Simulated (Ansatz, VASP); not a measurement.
**ZrB2W3: VASP beside Ansatz**

Contents of INCAR:

```
SYSTEM = ZrB2W3
  PREC = Accurate
  ENCUT = 520
  EDIFF = 1E-6
  ISMEAR = 0
  SIGMA = 0.1
  LREAL = .FALSE.
  LASPH = .TRUE.
  NELM = 60
  ALGO = Fast
  ISIF = 2
  LWAVE = .FALSE.
  LCHARG = .TRUE.
  GGA = PE
  LELF = .TRUE.
  LVHAR = .TRUE.
  NBANDS = 39
```

File KPOINTS:

```
Automatic mesh
0
G
  6 6 4
  0 0 0
```

File POSCAR:

```
ZrB2W3
1.0
    5.0754346000      0.0000000000      0.0000000000
   -2.5377173000      4.3954553000      0.0000000000
    0.0000000000      0.0000000000      3.9070185200
Zr B W
1 2 3
Direct
    0.0000000000      0.0000000000      0.0000000000
    0.3333333300      0.6666666700      0.0000000000
    0.6666666700      0.3333333300      0.0000000000
    0.0000000000      0.5000000000      0.5000000000
    0.5000000000      0.5000000000      0.5000000000
    0.5000000000      0.0000000000      0.5000000000
```

Input for Ansatz:

```yaml
crystal:
  lattice:
    - [5.0754346, 0.0, 0.0]
    - [-2.5377173, 4.3954553, 0.0]
    - [0.0, 0.0, 3.90701852]
  atoms:
    - { symbol: Zr, position: [0.0, 0.0, 0.0] }
    - { symbol: B, position: [0.33333333, 0.66666667, 0.0] }
    - { symbol: B, position: [0.66666667, 0.33333333, 0.0] }
    - { symbol: W, position: [0.0, 0.5, 0.5] }
    - { symbol: W, position: [0.5, 0.5, 0.5] }
    - { symbol: W, position: [0.5, 0.0, 0.5] }
basis:
  ecutwfc: 420
kpoints:
  mp_grid: { grid: [6, 6, 4] }
hamiltonian:
  xc: pbe
scf:
  occupations: { method: gaussian, width: 0.1 }
  lower_state_search: "off"
output:
  forces: true
  stress: true
  eigenvalues: true
```

Change from the starting cell: species swapped into the NdAl3Pd2 type (P6/mmm, No. 191).

Alike in both runs: task single point; functional PBE; k mesh 6 × 6 × 4; occupations gaussian, width 0.1 eV; no spin polarisation.

|  | VASP | Ansatz |
| --- | --- | --- |
| version | VASP 6.6.1 | Ansatz 0.2.0 |
| potentials or method | VASP PAW PBE potentials, release 64 (Zr_sv, B, W_sv), cutoff 520 eV | scalar-relativistic, plane waves, PAW |
| valence electrons in the cell | 60 | 60 |

```tsv
	VASP	Ansatz	Ansatz less VASP
gap on the k mesh at the Fermi level (eV)	none	none	-
pressure (GPa)	1.3	0.8	-0.55
traceless stress, the component that is largest in VASP (GPa)	-25.45	-25.08	+0.377
```

A gap of «none» marks a metal or a gap that the smearing closes. With one functional, cell and mesh, what is left measures potentials, basis and numerics.

The k mesh is coarse, so the values compare programs but aren't converged. Spin-orbit coupling is off throughout.
